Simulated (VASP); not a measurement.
# Cu5Mo (P-3m1) in VASP: further runs, part 2 of 2

VASP 6.6.1. Earlier steps stand in the parts before.

### Step 3. Single point, PBE

This run uses another cell than the first one: it holds 12 atoms, not 6.

Contents of INCAR:

```
SYSTEM = Cu5Mo
PREC     = Accurate       ! precision mode
ENCUT    = 520            ! plane-wave cutoff, eV
EDIFF    = 1E-6           ! SCF threshold, eV
ISMEAR   = 0              ! smearing method
SIGMA    = 0.1            ! smearing width, eV
LREAL    = .False.        ! projectors in reciprocal space
LASPH    = .True.         ! aspherical terms in the spheres
NELM     = 60             ! most SCF steps
ALGO     = Fast           ! electronic algorithm
ISIF     = 2              ! what is computed and relaxed
LWAVE    = .False.        ! write WAVECAR
LCHARG   = .False.        ! write CHGCAR
GGA      = PE             ! functional
NBANDS   = 81             ! bands
```

Contents of KPOINTS:

```
Automatic mesh
0
Gamma
  12 12 2
  0 0 0
```

Contents of POSCAR:

```
Cu5Mo
1.0
    2.6427352842      0.0000000000      0.0000000000
   -1.3213676421      2.2886758915      0.0000000000
    0.0000000000      0.0000000000     25.5044746527
Cu Mo
10 2
Direct
    0.0000000000      0.0000000000      0.1387288735
    0.6666666667      0.3333333333      0.2194312360
    0.0000000000      0.0000000000      0.8612711265
    0.3333333333      0.6666666667      0.7805687640
    0.0000000000      0.0000000000      0.3798255230
    0.6666666667      0.3333333333      0.4599266174
    0.3333333333      0.6666666667      0.2997424862
    0.6666666667      0.3333333333      0.7002575138
    0.0000000000      0.0000000000      0.6201744770
    0.3333333333      0.6666666667      0.5400733826
    0.3333333333      0.6666666667      0.0490930348
    0.6666666667      0.3333333333      0.9509069652
```

Potentials or basis: VASP PAW PBE potentials, release 64 (Cu, Mo_sv).

Command:

```bash
$ cat potpaw_PBE.64/Cu/POTCAR potpaw_PBE.64/Mo_sv/POTCAR > POTCAR
$ mpirun -np 1 vasp_std > vasp.out
```

OUTCAR:

```text
SYSTEM = Cu5Mo
   PREC = Accurate
   ENCUT = 520
   EDIFF = 1E-6
   ISMEAR = 0
   LREAL = .False.
   LASPH = .True.
   NELM = 60
   ISIF = 2
   GGA = PE

 ion  position               nearest neighbor table
   1  0.000  0.000  0.139-   2 2.56   2 2.56   2 2.56  11 2.75  11 2.75  11 2.75
   2  0.667  0.333  0.219-   7 2.55   7 2.55   7 2.55   1 2.56   1 2.56   1 2.56
   3  0.000  0.000  0.861-   4 2.56   4 2.56   4 2.56  12 2.75  12 2.75  12 2.75
   4  0.333  0.667  0.781-   8 2.55   8 2.55   8 2.55   3 2.56   3 2.56   3 2.56
   5  0.000  0.000  0.380-   7 2.55   7 2.55   7 2.55   6 2.55   6 2.55   6 2.55
   6  0.667  0.333  0.460-   5 2.55   5 2.55   5 2.55  10 2.55  10 2.55  10 2.55
   7  0.333  0.667  0.300-   5 2.55   5 2.55   5 2.55   2 2.55   2 2.55   2 2.55
   8  0.667  0.333  0.700-   9 2.55   9 2.55   9 2.55   4 2.55   4 2.55   4 2.55
   9  0.000  0.000  0.620-   8 2.55   8 2.55   8 2.55  10 2.55  10 2.55  10 2.55
  10  0.333  0.667  0.540-   9 2.55   9 2.55   9 2.55   6 2.55   6 2.55   6 2.55
  11  0.333  0.667  0.049-   1 2.75   1 2.75   1 2.75  12 2.93  12 2.93  12 2.93
  12  0.667  0.333  0.951-   3 2.75   3 2.75   3 2.75  11 2.93  11 2.93  11 2.93

  LATTYP: Found a hexagonal cell.
 ALAT       =     2.6427352842
 C/A-ratio  =     9.6507867455

  Lattice vectors:

 A1 = (   2.6427352842,   0.0000000000,   0.0000000000)
 A2 = (  -1.3213676421,   2.2886758915,   0.0000000000)
 A3 = (   0.0000000000,   0.0000000000,  25.5044746527)

Analysis of symmetry for initial positions (statically):
=====================================================================
 Subroutine PRICEL returns:
 Original cell was already a primitive cell.

 Routine SETGRP: Setting up the symmetry group for a
 hexagonal supercell.

 Subroutine GETGRP returns: Found 12 space group operations
 (whereof 12 operations were pure point group operations)
 out of a pool of 24 trial point group operations.

The static configuration has the point symmetry D_3d.

Analysis of symmetry for dynamics (positions and initial velocities):
[... 164 lines left out ...]
 Gauss-broadening in eV      SIGMA  =   0.10
  energy-cutoff  :      520.00
  volume of cell :      154.26
 maximum number of plane-waves:      4230
 NGX is ok and might be reduce to    20

 number of electron     138.0000007 magnetization

 Free energy of the ion-electron system (eV)
  ---------------------------------------------------
  ext. energy  EPLUGINS =         0.00000000
  ---------------------------------------------------
  free energy    TOTEN  =       -57.83050738 eV

  energy without entropy =      -57.80829588  energy(sigma->0) =      -57.81940163

 E-fermi :   8.1754     XC(G=0): -12.6607

 val. band max:        8.1749083402   @ k =   0.0833   0.0833   0.0000
 cond. band min:       8.1991801570   @ k =   0.5000  -0.0000   0.0000
 fundamental gap:      0.0242718168
 Fermi energy:         8.1754063240

 k-point     1 :       0.0000    0.0000    0.0000
  band No.  band energies     occupation
      1     -52.8674      2.00000
      2     -52.7924      2.00000
      3     -27.2707      2.00000
      4     -26.7392      2.00000
      5     -25.8955      2.00000
      6     -25.8955      2.00000
[... 2005 lines left out ...]
     80      13.0697      0.00000
     81      14.0853      0.00000

 [... further k-points ...]

------------------------ aborting loop because EDIFF is reached ----------------------------------------

  FORCE on cell =-STRESS in cart. coord.  units (eV):
  Direction    XX          YY          ZZ          XY          YZ          ZX
  --------------------------------------------------------------------------------------
  -------------------------------------------------------------------------------------
  Total        0.6065082      0.6065082      0.5298433      0.0000000      0.0000000      0.0000000
  in kB        6.2993093      6.2993093      5.5030529      0.0000000      0.0000000      0.0000000
  external PRESSURE =       6.0338905 kB  Pullay stress =       0.0000000 kB

 VOLUME and BASIS-vectors are now :
 -----------------------------------------------------------------------------
  energy-cutoff  :      520.00
  volume of cell :      154.26
      direct lattice vectors                 reciprocal lattice vectors
     2.642735284  0.000000000  0.000000000     0.378395826  0.218466932  0.000000000
    -1.321367642  2.288675892  0.000000000     0.000000000  0.436933864  0.000000000
     0.000000000  0.000000000 25.504474653     0.000000000  0.000000000  0.039208806

 POSITION                                       TOTAL-FORCE (eV/Angst)
 -----------------------------------------------------------------------------------
      0.00000      0.00000      3.53821         0.000000      0.000000      0.007353
      1.32137      0.76289      5.59648        -0.000000      0.000000     -0.000871
      0.00000      0.00000     21.96627         0.000000     -0.000000     -0.007353
     -0.00000      1.52578     19.90800         0.000000      0.000000      0.000871
      0.00000      0.00000      9.68725         0.000000     -0.000000      0.000204
      1.32137      0.76289     11.73019         0.000000      0.000000      0.000515
     -0.00000      1.52578      7.64477        -0.000000      0.000000     -0.001035
      1.32137      0.76289     17.85970         0.000000     -0.000000      0.001035
      0.00000      0.00000     15.81722         0.000000      0.000000     -0.000204
     -0.00000      1.52578     13.77429        -0.000000      0.000000     -0.000515
     -0.00000      1.52578      1.25209         0.000000      0.000000     -0.011644
      1.32137      0.76289     24.25238         0.000000      0.000000      0.011644
 -----------------------------------------------------------------------------------
    total drift:                                0.000000      0.000000      0.000000

  FREE ENERGIE OF THE ION-ELECTRON SYSTEM (eV)
  ---------------------------------------------------
  free  energy   TOTEN  =       -57.8305073757 eV

  energy  without entropy=      -57.8082958830  energy(sigma->0) =      -57.81940163
```

Wall time 30 min (1 thread of Intel Xeon 8259CL, shared host); peak memory 0.48 GiB.

What came out:

| Property | Result |
| --- | --- |
| Free energy | -57.8305 eV |
| Pressure | 0.6 GPa |
| Largest force | 0.012 eV/Å |
| Band gap on the k mesh | zero (bands 69 and 70 overlap by 4.39 eV) |

Forces on the atoms (eV/Å):
```
Cu   0.000  0.000  0.007
Cu   0.000  0.000 -0.001
Cu   0.000  0.000 -0.007
Cu   0.000  0.000  0.001
Cu   0.000  0.000  0.000
Cu   0.000  0.000  0.001
Cu   0.000  0.000 -0.001
Cu   0.000  0.000  0.001
Cu   0.000  0.000  0.000
Cu   0.000  0.000 -0.001
Mo   0.000  0.000 -0.012
Mo   0.000  0.000  0.012
```

Stress tensor (GPa, compression positive):
```
0.63 0.00 0.00
0.00 0.63 0.00
0.00 0.00 0.55
```

### Step 4. Relaxation of cell and atoms, PBE

This run uses another cell than the first one, of 12.85 Å³/atom.

Contents of INCAR:

```
SYSTEM = Cu5Mo
ALGO = Fast
EDIFF = 1E-6
EDIFFG = -0.01
ENCUT = 600
GGA = PE
IBRION = 2
ISIF = 3
ISMEAR = 0
LASPH = .TRUE.
LCHARG = .FALSE.
LREAL = .FALSE.
LWAVE = .FALSE.
NELM = 100
NSW = 100
PREC = Accurate
SIGMA = 0.1
```

Contents of KPOINTS:

```
k-points
0
G
  12 12 4
  0 0 0
```

Contents of POSCAR:

```
Cu5Mo
1.0
    2.6296861574      0.0000000000      0.0000000000
   -1.3148430787      2.2773750163      0.0000000000
    0.0000000000      0.0000000000     12.8730026696
Cu Mo
5 1
Direct
    0.6666666667      0.3333333333      0.8224886034
    0.3333333333      0.6666666667      0.6610415831
    0.3333333333      0.6666666667      0.1775113966
    0.6666666667      0.3333333333      0.3389584169
    0.0000000000      0.0000000000      0.5000000000
    0.0000000000      0.0000000000      0.0000000000
```

Command:

```bash
$ cat potpaw_PBE.64/Cu/POTCAR potpaw_PBE.64/Mo_sv/POTCAR > POTCAR
$ mpirun -np 1 vasp_std > vasp.out
```

It took 51 min on 1 thread of Intel Xeon 8259CL, shared host; peak memory 0.4 GiB.

The run converged. Its results:

| Property | Result |
| --- | --- |
| Free energy | -28.7872 eV |
| Relaxed volume | 12.88 Å³/atom |
| Relaxed cell | a = 2.634 Å, b = 2.634 Å, c = 12.857 Å, α = 90.00°, β = 90.00°, γ = 120.00° |
| Space group after relaxing (to 0.1 Å) | P-3m1 (No. 164) |
| Energy gained by relaxing | 0.3 meV/atom |
| Ionic steps | 11 |
| Pressure after relaxing | 0.0 GPa |
| Largest force after relaxing | 0.010 eV/Å |
| Band gap on the k mesh | zero (an odd number of electrons rules out a gap without spin polarisation) |

Forces on the atoms (eV/Å):
```
Cu   0.000  0.000  0.010
Cu   0.000  0.000 -0.006
Cu   0.000  0.000 -0.010
Cu   0.000  0.000  0.006
Cu   0.000  0.000  0.000
Mo   0.000  0.000  0.000
```

The path:
| step | energy change (eV) | largest force (eV/Å) | pressure (GPa) | volume (Å³) |
| --- | --- | --- | --- | --- |
| 1 | 0.0000 | 0.0789 | 0.55 | 77.09 |
| 2 | -0.0007 | 0.0411 | -0.52 | 77.59 |
| 3 | -0.0008 | 0.0566 | -0.17 | 77.42 |
| 4 | -0.0008 | 0.0513 | -0.17 | 77.44 |
| 5 | -0.0013 | 0.0365 | -0.11 | 77.37 |
| 6 | -0.0015 | 0.0266 | -0.01 | 77.32 |
| 7 | -0.0014 | 0.0288 | 0.14 | 77.22 |
| 8 | -0.0015 | 0.0298 | 0.02 | 77.28 |
| 9 | -0.0017 | 0.0146 | 0.02 | 77.28 |
| 10 | -0.0018 | 0.0104 | 0.03 | 77.28 |
| 11 | -0.0018 | 0.0098 | 0.00 | 77.28 |

Final structure:
```
Cu Mo
1.0
     2.63445    0.00000    0.00000
    -1.31722    2.28150    0.00000
     0.00000    0.00000   12.85697
Cu Mo
5 1
Direct
  0.66667 0.33333 0.82139
  0.33333 0.66667 0.66038
  0.33333 0.66667 0.17861
  0.66667 0.33333 0.33962
  0.00000 0.00000 0.50000
  0.00000 0.00000 0.00000
```

Levels at points of the mesh, in eV from the Fermi level:
```csv
k point,band 32,band 33,band 34,band 35,band 36,band 37,band 38,band 39
"(0.00, 0.00, 0.00)",-1.92,-1.92,-1.66,-1.66,-0.47,-0.47,-0.46,2.87
"(0.50, 0.00, 0.00)",-0.69,-0.53,0.63,0.77,1.30,1.67,2.61,2.91
"(0.00, 0.00, 0.50)",-1.94,-1.65,-1.65,-1.53,-1.28,-0.47,-0.47,2.87
"(0.50, 0.00, 0.50)",-0.80,0.06,0.14,0.97,1.24,1.67,2.55,3.06
```

### Step 5. The runs side by side

```csv
task,cell,k mesh,cutoff (eV),smearing,gap on the mesh (eV),pressure (GPa),relaxed volume (Å³/atom),largest force (eV/Å)
relaxation of cell and atoms,"relaxed from a = 2.640, b = 2.640, c = 12.930 Å, angles 90.0, 90.0, 120.0°, 6 atoms, atomic positions A",7 × 7 × 2,600,gaussian 0.2 eV,none,0.1,12.96,0.02
single point,"a = 2.643, b = 2.643, c = 25.504 Å, angles 90.0, 90.0, 120.0°, 12 atoms, atomic positions B",12 × 12 × 2,520,gaussian 0.1 eV,none,0.6,-,0.01
relaxation of cell and atoms,"relaxed from a = 2.630, b = 2.630, c = 12.873 Å, angles 90.0, 90.0, 120.0°, 6 atoms, atomic positions C",12 × 12 × 4,600,gaussian 0.1 eV,none,0.0,12.88,0.01
```

Alike in all rows: level PBE; potentials or basis VASP PAW PBE potentials, release 64 (Cu, Mo_sv); no spin polarisation.

Caveats: some runs use coarse meshes.

Total energies depend on the potentials used, so only differences within one code and one set of settings carry meaning.
